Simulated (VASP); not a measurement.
# Pd (Fm-3m) in VASP: single point with PBE

Aim: the single point of Pd with PBE.

All numbers are computed with VASP 6.6.1; they aren't measurements. Logs are shortened: lines on timing, memory, paths and dates and some standing lists are left out, and cuts for length are marked.

## 1. The cell of the first run

It takes space group Fm-3m (No. 225, cubic). The conventional cell has a = 3.890 Å, b = 3.890 Å, c = 3.890 Å, α = 90.00°, β = 90.00°, γ = 90.00°. Within 3.6 Å of Pd (site symmetry m-3m) lie 12 Pd at 2.75 Å.

## 2. Single point, PBE

File INCAR:

```
SYSTEM = Pd
  ALGO = Normal
  EDIFF = 1E-6
  ENCUT = 500
  GGA = PE
  GGA_COMPAT = .False.
  ISIF = 2
  ISMEAR = -1
  LASPH = .True.
  LCHARG = .True.
  LELF = .True.
  LREAL = .False.
  LVHAR = .True.
  LWAVE = .False.
  NBANDS = 11
  NELM = 120
  PREC = Accurate
  SIGMA = 0.1
```

File KPOINTS:

```
k-points
0
Gamma
  6 6 6
  0 0 0
```

File POSCAR:

```
Pd
1.0
    0.0000000000      1.9450000000      1.9450000000
    1.9450000000      0.0000000000      1.9450000000
    1.9450000000      1.9450000000      0.0000000000
Pd
1
Direct
    0.0000000000      0.0000000000      0.0000000000
```

Potentials or basis: VASP PAW PBE potentials, release 64 (Pd).

Launch:

```bash
> cat potpaw_PBE.64/Pd/POTCAR > POTCAR
> mpirun -np 1 vasp_std > vasp.out
```

OUTCAR:

```text
SYSTEM = Pd
   EDIFF = 1E-6
   ENCUT = 500
   GGA = PE
   ISIF = 2
   ISMEAR = -1
   LASPH = .True.
   LREAL = .False.
   NELM = 120
   PREC = Accurate

 ion  position               nearest neighbor table
   1  0.000  0.000  0.000-

  LATTYP: Found a face centered cubic cell.
 ALAT       =     3.8900000000

  Lattice vectors:

 A1 = (   0.0000000000,   1.9450000000,   1.9450000000)
 A2 = (   1.9450000000,   0.0000000000,   1.9450000000)
 A3 = (   1.9450000000,   1.9450000000,   0.0000000000)

Analysis of symmetry for initial positions (statically):
=====================================================================
 Subroutine PRICEL returns:
 Original cell was already a primitive cell.

 Routine SETGRP: Setting up the symmetry group for a
 face centered cubic supercell.

 Subroutine GETGRP returns: Found 48 space group operations
 (whereof 48 operations were pure point group operations)
 out of a pool of 48 trial point group operations.

The static configuration has the point symmetry O_h .

Analysis of symmetry for dynamics (positions and initial velocities):
=====================================================================
 Subroutine PRICEL returns:
 Original cell was already a primitive cell.

 Routine SETGRP: Setting up the symmetry group for a
 face centered cubic supercell.

 Subroutine GETGRP returns: Found 48 space group operations
 (whereof 48 operations were pure point group operations)
 out of a pool of 48 trial point group operations.

The dynamic configuration has the point symmetry O_h .

 Subroutine INISYM returns: Found 48 space group operations
 (whereof 48 operations are pure point group operations),
 and found     1 'primitive' translations

----------------------------------------------------------------------------------------

                                     Primitive cell

  volume of cell :      14.7160

  direct lattice vectors                    reciprocal lattice vectors
     0.000000000  1.945000000  1.945000000    -0.257069409  0.257069409  0.257069409
     1.945000000  0.000000000  1.945000000     0.257069409 -0.257069409  0.257069409
     1.945000000  1.945000000  0.000000000     0.257069409  0.257069409 -0.257069409

  length of vectors
     2.750645379  2.750645379  2.750645379     0.445257277  0.445257277  0.445257277

  position of ions in fractional coordinates (direct lattice)
     0.000000000  0.000000000  0.000000000

  ion indices of the primitive-cell ions
   primitive index   ion index
                 1           1

----------------------------------------------------------------------------------------

 KPOINTS: k-points

Automatic generation of k-mesh.
 Grid dimensions read from file:
 generate k-points for:    6    6    6

 Generating k-lattice:

  Cartesian coordinates                     Fractional coordinates (reciprocal lattice)
    -0.042844901  0.042844901  0.042844901     0.166666667  0.000000000  0.000000000
     0.042844901 -0.042844901  0.042844901     0.000000000  0.166666667  0.000000000
     0.042844901  0.042844901 -0.042844901     0.000000000  0.000000000  0.166666667

  Length of vectors
     0.074209546  0.074209546  0.074209546

  Shift w.r.t. Gamma in fractional coordinates (k-lattice)
     0.000000000  0.000000000  0.000000000

 Subroutine IBZKPT returns following result:
 ===========================================

 Found     16 irreducible k-points:

 Following reciprocal coordinates:
            Coordinates               Weight
  0.000000  0.000000  0.000000      1.000000
  0.166667  0.000000  0.000000      8.000000
  0.333333  0.000000  0.000000      8.000000
  0.500000  0.000000  0.000000      4.000000
  0.166667  0.166667  0.000000      6.000000
  0.333333  0.166667  0.000000     24.000000
[... 8 lines left out ...]
 -0.333333  0.333333  0.166667     24.000000
 -0.333333  0.500000  0.166667     12.000000
   k-points           NKPTS =     16   k-points in BZ     NKDIM =     16   number of bands    NBANDS=     11
   number of dos      NEDOS =    301   number of ions     NIONS =      1
   total plane-waves  NPLWV =   8000
   dimension x,y,z NGX =    20 NGY =   20 NGZ =   20
   dimension x,y,z NGXF=    40 NGYF=   40 NGZF=   40
   ions per type =               1
   NGX,Y,Z   is equivalent  to a cutoff of  12.09, 12.09, 12.09 a.u.
   NGXF,Y,Z  is equivalent  to a cutoff of  24.18, 24.18, 24.18 a.u.
 SYSTEM =  Pd
   PREC   = accura    normal or accurate (medium, high low for compatibility)
   ISTART =      0    job   : 0-new  1-cont  2-samecut
   ICHARG =      2    charge: 1-file 2-atom 10-const
   ISPIN  =      1    spin polarized calculation?
   LNONCOLLINEAR =      F non collinear calculations
   LSORBIT =      F    spin-orbit coupling
   LASPH  =      T    aspherical Exc in radial PAW
   ENCUT  =  500.0 eV  36.75 Ry    6.06 a.u.   5.02  5.02  5.02*2*pi/ulx,y,z
   NELM   =    120;   NELMIN=  2; NELMDL= -5     # of ELM steps
   EDIFF  = 0.1E-05   stopping-criterion for ELM
   LREAL  =      F    real-space projection
   EDIFFG = 0.1E-04   stopping-criterion for IOM
   NSW    =      0    number of steps for IOM
   IBRION =     -1    ionic relax: 0-MD 1-quasi-New 2-CG
   NFREE  =      0    steps in history (QN), initial steepest desc. (CG)
   ISIF   =      2    stress and relaxation
   ISYM   =      2    0-nonsym 1-usesym 2-fastsym
   POTIM  = 0.5000    time-step for ionic-motion
   TEBEG  =    0.0;   TEEND  =   0.0 temperature during run
   PSTRESS=    0.0 pullay stress
   NELECT =      10.0000    total number of electrons
   NUPDOWN=      -1.0000    fix difference up-down
   EMIN   =  10.00;   EMAX   =-10.00  energy-range for DOS
   EFERMI =   0.00;   METHOD = LEGACY
   ISMEAR =    -1;   SIGMA  =   0.10  broadening in eV -4-tet -1-fermi 0-gaus
   EFERMI_NEDOS =   21; number of points for ismear=-14 and -15
   IALGO  =     38    algorithm
   IMIX   =      4    mixing-type and parameters
     AMIX     =   0.40;   BMIX     =  1.00
     AMIX_MAG =   1.60;   BMIX_MAG =  1.00
  volume/ion in A,a.u.               =      14.72        99.31
  Fermi-wavevector in a.u.,A,eV,Ry     =   1.439280  2.719844 28.184827  2.071526
  Thomas-Fermi vector in A             =   2.558153
   LORBIT       =      0    0 simple, 1 ext, 2 COOP (PROOUT), +10 PAW based schemes
   GGA     = PE    functional components
   LHFCALC =     F    Hartree Fock is set to
   AEXX    =    0.0000 exact exchange contribution
   IVDW    =     0    specifies the selected vdW correction
   LEPSILON=     F    determine dielectric tensor
   LRPA    =     F    only Hartree local field effects (RPA)
 non-spin polarized calculation
  energy-cutoff  :      500.00
  volume of cell :       14.72
 maximum number of plane-waves:       388
   NGX =  9   NGY =  9   NGZ =  9

 number of electron      10.0000000 magnetization

 Free energy of the ion-electron system (eV)
  ---------------------------------------------------
  ext. energy  EPLUGINS =         0.00000000
  ---------------------------------------------------
  free energy    TOTEN  =        -5.24874217 eV

  energy without entropy =       -5.18651403  energy(sigma->0) =       -5.21762810

 E-fermi :   9.7274     XC(G=0): -13.2139

 val. band max:        9.7141024168   @ k =   0.5000   0.0000   0.0000
 cond. band min:       9.7570110445   @ k =   0.5000   0.1667   0.0000
 fundamental gap:      0.0429086277
 Fermi energy:         9.7274070469

 k-point     1 :       0.0000    0.0000    0.0000
  band No.  band energies     occupation
      1       2.6632      2.00000
      2       6.9056      2.00000
      3       6.9056      2.00000
      4       6.9056      2.00000
      5       8.5121      1.99999
      6       8.5121      1.99999
      7      27.0226      0.00000
      8      31.8089      0.00000
      9      31.8089      0.00000
     10      31.8089      0.00000
     11      35.8205      0.00000

 k-point     2 :       0.1667    0.0000    0.0000
  band No.  band energies     occupation
      1       3.5905      2.00000
      2       6.6760      2.00000
      3       7.1619      2.00000
      4       7.1619      2.00000
      5       8.4482      1.99999
      6       8.4482      1.99999
      7      27.0866      0.00000
      8      28.3384      0.00000
      9      32.8404      0.00000
     10      32.8404      0.00000
     11      35.9801      0.00000

 k-point     3 :       0.3333    0.0000    0.0000
  band No.  band energies     occupation
      1       4.5806      2.00000
      2       7.0612      2.00000
      3       7.0612      2.00000
      4       8.0682      2.00000
      5       9.1165      1.99556
      6       9.1165      1.99556
      7      21.2777      0.00000
      8      27.3235      0.00000
      9      32.6440      0.00000
     10      32.6440      0.00000
     11      36.2356      0.00000

 k-point     4 :       0.5000    0.0000    0.0000
  band No.  band energies     occupation
      1       4.4671      2.00000
      2       6.8585      2.00000
      3       6.8585      2.00000
      4       9.7141      1.06643
      5       9.7141      1.06643
      6      10.8313      0.00003
      7      17.1181      0.00000
      8      26.3840      0.00000
      9      30.9434      0.00000
     10      30.9434      0.00000
     11      35.8578      0.00000

 k-point     5 :       0.1667    0.1667    0.0000
  band No.  band energies     occupation
      1       3.9019      2.00000
      2       6.2558      2.00000
      3       7.5012      2.00000
      4       7.5012      2.00000
      5       7.9183      2.00000
      6       8.7868      1.99984
      7      28.3386      0.00000
      8      29.3515      0.00000
      9      30.3102      0.00000
     10      30.3102      0.00000
     11      35.7724      0.00000
[... 99 lines left out ...]
 k-point    13 :       0.5000    0.5000    0.0000
  band No.  band energies     occupation
      1       4.3661      2.00000
      2       4.6454      2.00000
      3       9.6844      1.21159
      4      10.0295      0.09298
      5      10.0295      0.09298
      6      13.1662      0.00000
      7      20.5800      0.00000
      8      23.0390      0.00000
      9      23.0390      0.00000
     10      31.4172      0.00000
     11      31.4918      0.00000

 k-point    14 :       0.5000    0.3333    0.1667
  band No.  band energies     occupation
      1       5.7212      2.00000
      2       5.7383      2.00000
      3       6.7308      2.00000
      4       8.6826      1.99994
      5       8.9907      1.99874
      6      12.3491      0.00000
      7      22.6013      0.00000
      8      22.8851      0.00000
      9      26.1986      0.00000
     10      33.2742      0.00000
     11      34.2955      0.00000

 k-point    15 :      -0.3333    0.3333    0.1667
  band No.  band energies     occupation
      1       5.7715      2.00000
      2       5.8653      2.00000
      3       6.7909      2.00000
      4       8.2343      2.00000
      5       9.6300      1.45205
      6      16.2515      0.00000
      7      17.4549      0.00000
      8      23.4944      0.00000
      9      23.9654      0.00000
     10      32.5685      0.00000
     11      35.9651      0.00000

 k-point    16 :      -0.3333    0.5000    0.1667
  band No.  band energies     occupation
      1       5.0920      2.00000
      2       5.4234      2.00000
      3       7.6399      2.00000
      4       8.8124      1.99979
      5      10.0311      0.09157
      6      16.4469      0.00000
      7      20.3315      0.00000
      8      20.8305      0.00000
      9      21.6979      0.00000
     10      33.4280      0.00000
     11      35.5470      0.00000

------------------------ aborting loop because EDIFF is reached ----------------------------------------

  FORCE on cell =-STRESS in cart. coord.  units (eV):
  Direction    XX          YY          ZZ          XY          YZ          ZX
  --------------------------------------------------------------------------------------
  -------------------------------------------------------------------------------------
  Total        0.5906783      0.5906783      0.5906783      0.0000000     -0.0000000     -0.0000000
  in kB       64.3091530     64.3091530     64.3091530      0.0000000     -0.0000000     -0.0000000
  external PRESSURE =      64.3091530 kB  Pullay stress =       0.0000000 kB

 VOLUME and BASIS-vectors are now :
 -----------------------------------------------------------------------------
  energy-cutoff  :      500.00
  volume of cell :       14.72
      direct lattice vectors                 reciprocal lattice vectors
     0.000000000  1.945000000  1.945000000    -0.257069409  0.257069409  0.257069409
     1.945000000  0.000000000  1.945000000     0.257069409 -0.257069409  0.257069409
     1.945000000  1.945000000  0.000000000     0.257069409  0.257069409 -0.257069409

 POSITION                                       TOTAL-FORCE (eV/Angst)
 -----------------------------------------------------------------------------------
      0.00000      0.00000      0.00000         0.000000     -0.000000      0.000000
 -----------------------------------------------------------------------------------
    total drift:                                0.000000     -0.000000      0.000000

  FREE ENERGIE OF THE ION-ELECTRON SYSTEM (eV)
  ---------------------------------------------------
  free  energy   TOTEN  =        -5.2487421721 eV

  energy  without entropy=       -5.1865140342  energy(sigma->0) =       -5.21762810
```

It took 4.7 s on 1 thread of Intel Xeon 8259CL, shared host; peak memory 0.12 GiB.

What came out:

| Item | Value |
| --- | --- |
| Free energy | -5.2487 eV |
| Pressure | 6.4 GPa |
| Band gap on the k mesh | zero (band 5 reaches 10.03 eV, above the bottom of band 6 at 8.45 eV) |

Levels at points of the mesh, in eV from the Fermi level:
```
           k point  band 2  band 3  band 4  band 5  band 6  band 7  band 8  band 9
(0.00, 0.00, 0.00)   -2.82   -2.82   -2.82   -1.22   -1.22   17.30   22.08   22.08
(0.50, 0.00, 0.00)   -2.87   -2.87   -0.01   -0.01    1.10    7.39   16.66   21.22
(0.50, 0.50, 0.00)   -5.08   -0.04    0.30    0.30    3.44   10.85   13.31   13.31
```

Caveat: the k points lie up to 0.47 Å⁻¹ apart.
